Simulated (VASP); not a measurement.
Crystal: AlN.

```
Al N
1.0
     0.00000    2.22683    2.22683
     2.22683    0.00000    2.22683
     2.22683    2.22683    0.00000
Al N
1 1
Direct
  0.00000 0.00000 0.00000
  0.25000 0.25000 0.25000
```

Base run:

```yaml
Program: VASP 6.6.1
Functional: b88 exchange, pbe correlation
Potentials_or_basis: VASP PAW PBE potentials, release 64 (Al, N)
Cutoff: 600 eV
k_mesh: 10 × 10 × 10
Occupations: fermi-dirac, width 0.05 eV
Spin: no spin polarisation
```

Its results: band gap on the k mesh 3.30 eV (least direct gap 3.71 eV); pressure -6.5 GPa.

**Question.** The run is repeated on the same cell with these changes: functional from b88 exchange, pbe correlation to B3LYP; cutoff from 600 eV to 520 eV; k mesh from 10 × 10 × 10 to 5 × 5 × 5. What comes out?

**Answer.** Band gap on the k mesh 5.63 eV; pressure -8.2 GPa.

Several settings changed at once.

Caveats: some runs use coarse meshes; the PAW data sets were made with another functional, which shifts forces and pressure a little; the cell stands under tension (at least some runs); an odd mesh through Γ misses points on the zone boundary, where band edges can lie (at least some runs).
